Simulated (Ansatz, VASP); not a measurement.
## Two plane-wave programs on MoS

```
Mo S
1.0
     0.00000    2.60311    2.60311
     2.60311    0.00000    2.60311
     2.60311    2.60311    0.00000
Mo S
1 1
Direct
  0.00000 0.00000 0.00000
  0.50000 0.50000 0.50000
```

Alike in both runs: task single point; functional PBE; k mesh 14 × 14 × 14; occupations gaussian, width 0.1 eV; collinear spin; Hubbard terms Mo d U = 4.38 eV.

```csv
,VASP,Ansatz
version,VASP 6.6.1,Ansatz 0.2.0
potentials or method,"VASP PAW PBE potentials, release 64 (Mo_sv, S), cutoff 520 eV","scalar-relativistic, plane waves, PAW"
valence electrons in the cell,20,20
```

|  | VASP | Ansatz | Ansatz less VASP |
| --- | --- | --- | --- |
| gap on the k mesh at the Fermi level (eV) | none | none | - |
| pressure (GPa) | 6.7 | 15.1 | +8.39 |
| net moment per atom (μB) | 1.71 | 1.96 | +0.250 |
| size of the moment on the site where the two differ most (μB) | 3.13 | 2.92 | -0.212 |

The net moments are unlike, so the other rows may belong to different states. Site moments also hang on the region over which each program counts them. The programs project onto different local orbitals, so the same U acts differently, and such runs can settle in different states. A gap of «none» marks a metal or a gap that the smearing closes. Ansatz's warnings: filled band counts differ across k points.
